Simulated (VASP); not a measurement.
Crystal: Ge2Sb2Te5.

```
Te Sb Ge
1.0
     4.29406    0.00000    0.00000
    -2.14703    3.71877    0.00000
     0.00000    0.00000   17.10135
Te Sb Ge
5 2 2
Direct
  0.66667 0.33333 0.41989
  0.33333 0.66667 0.58011
  0.33333 0.66667 0.20154
  0.66667 0.33333 0.79846
  0.00000 0.00000 0.00000
  0.00000 0.00000 0.32007
  0.00000 0.00000 0.67993
  0.66667 0.33333 0.10290
  0.33333 0.66667 0.89711
```

| Quantity | Value |
| --- | --- |
| Program | VASP 6.6.1 |
| Task | relaxation of cell and atoms |
| Functional | PBEsol |
| Dispersion | D3(BJ) |
| Potentials or basis | VASP PAW PBE potentials, release 64 (Te, Sb, Ge_d) |
| Cutoff | 600 eV |
| k mesh | 7 × 7 × 2 |
| Occupations | fermi-dirac, width 0.05 eV |
| Spin | no spin polarisation |

At the start: pressure -3.7 GPa; volume 30.34 Å³/atom.

Problem. How do energy, volume and symmetry change on relaxing?

Solution. Over 15 steps the energy falls by 38.1 meV/atom and the volume is 27.58 Å³/atom (-9.1 %); space group P-3m1 (No. 164, to 0.1 Å) before and after.

The path:
```csv
step,energy change (eV),largest force (eV/Å),pressure (GPa),volume (Å³)
1,0.0000,0.1009,-3.70,273.09
2,-0.2723,0.6601,1.30,246.35
3,-0.2931,0.5014,0.08,251.15
4,-0.2932,0.4862,-0.04,251.62
5,-0.3202,0.2857,0.04,250.12
6,-0.3299,0.1812,0.14,248.62
7,-0.3367,0.1089,-0.10,249.33
8,-0.3395,0.0733,-0.39,250.16
9,-0.3429,0.0374,-0.05,248.57
10,-0.3429,0.0373,0.03,248.36
11,-0.3429,0.0355,-0.02,248.43
12,-0.3429,0.0358,0.01,248.40
13,-0.3432,0.0249,-0.01,248.34
14,-0.3433,0.0102,-0.01,248.23
15,-0.3433,0.0096,0.01,248.24
```

Final structure:
```
CELL_PARAMETERS angstrom
4.16422 0.00000 0.00000
-2.08211 3.60632 0.00000
0.00000 0.00000 16.52992
ATOMIC_POSITIONS crystal
Te 0.66667 0.33333 0.42411
Te 0.33333 0.66667 0.57589
Te 0.33333 0.66667 0.19912
Te 0.66667 0.33333 0.80088
Te 0.00000 0.00000 0.00000
Sb 0.00000 0.00000 0.31898
Sb 0.00000 0.00000 0.68102
Ge 0.66667 0.33333 0.10055
Ge 0.33333 0.66667 0.89945
```

Caveat: the PAW data sets were made with another functional, which shifts forces and pressure a little.
